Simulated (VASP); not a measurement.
Se3Br: single point with PBE

Crystal: Se3Br.

```
Se Br
1.0
    -1.90124    1.90124    8.48190
     1.90124   -1.90124    8.48190
     1.90124    1.90124   -8.48190
Se Br
3 1
Direct
  0.25000 0.75000 0.50000
  0.75000 0.25000 0.50000
  0.50000 0.50000 0.00000
  0.00000 0.00000 0.00000
```

```
Program                : VASP 6.6.1
Task                   : single point
Functional             : PBE
Potentials or basis    : VASP PAW PBE potentials, release 64 (Se, Br)
Cutoff                 : 520 eV
k mesh                 : 12 × 12 × 12
Occupations            : gaussian, width 0.1 eV
Spin                   : no spin polarisation
Dipole correction      : no
Further INCAR settings : ALGO = Normal; EDIFF = 1e-06; NBANDS = 20
```

- Pressure: 0.2 GPa
- Band gap on the k mesh: zero (an odd number of electrons rules out a gap without spin polarisation)

Levels at points of the mesh, in eV from the Fermi level:
```
           k point  band 9  band 10  band 11  band 12  band 13  band 14  band 15  band 16
(0.00, 0.00, 0.00)   -3.99    -3.22     0.37     1.16     2.47     2.47     3.58     3.58
(0.50, 0.00, 0.00)   -1.54    -1.52    -1.51    -1.47    -1.42    -1.13    -0.95    -0.93
(0.50, 0.50, 0.00)   -2.79    -1.06    -1.04    -0.80     3.89     3.89     5.36     5.36
(0.50, 0.50, 0.50)   -3.99    -3.58     0.35     1.17     2.47     2.47     3.58     3.58
```

It took 12 min on 1 thread of Intel(R) Xeon(R) 6975P-C (Granite Rapids), with other jobs on the host, peak memory 0.9 GiB.

Caveat: an odd number of electrons without spin polarisation forces a metal; a magnetic or distorted state may lie lower.
